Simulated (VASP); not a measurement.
Write the native input for VASP 6.6.1 that does the following.

```
Task                   : single point
Functional             : PBE
Potentials or basis    : VASP PAW PBE potentials, release 64 (Mg)
Cutoff                 : 520 eV
k mesh                 : 20 × 20 × 20
Occupations            : gaussian, width 0.15 eV
Spin                   : no spin polarisation
Dipole correction      : no
Further INCAR settings : ALGO = Fast; EDIFF = 1e-07; NBANDS = 7
```

The structure of Mg lies in POSCAR:

```
Mg
1.0
   -2.0010057794      2.0010057794      1.5493787750
    2.0010057794     -2.0010057794      1.5493787750
    2.0010057794      2.0010057794     -1.5493787750
Mg
1
Direct
    0.0000000000      0.0000000000      0.0000000000
```

These files were run (other wordings do the same):

INCAR

```
SYSTEM = Mg
ALGO     = Fast           ! electronic algorithm
EDIFF    = 1E-7           ! SCF threshold, eV
ENCUT    = 520            ! plane-wave cutoff, eV
GGA      = PE             ! functional
ISIF     = 2              ! what is computed and relaxed
ISMEAR   = 0              ! smearing method
LASPH    = .True.         ! aspherical terms in the spheres
LCHARG   = .False.        ! write CHGCAR
LREAL    = .False.        ! projectors in reciprocal space
LWAVE    = .False.        ! write WAVECAR
NBANDS   = 7              ! bands
NELM     = 80             ! most SCF steps
PREC     = Accurate       ! precision mode
SIGMA    = 0.15           ! smearing width, eV
```

KPOINTS

```
k-points
0
Gamma
  20 20 20
  0 0 0
```

Potentials or basis: VASP PAW PBE potentials, release 64 (Mg).

Command:

```console
$ cat potpaw_PBE.64/Mg/POTCAR > POTCAR
$ mpirun -np 1 vasp_std > vasp.out
```

It gave:

The pressure is -1.5 GPa and the band gap on the k mesh is zero (bands 1 and 2 overlap by 4.36 eV).

Run time: 18 s on 1 thread of Intel(R) Xeon(R) 6975P-C (Granite Rapids) (shared host), peak memory 0.23 GiB.
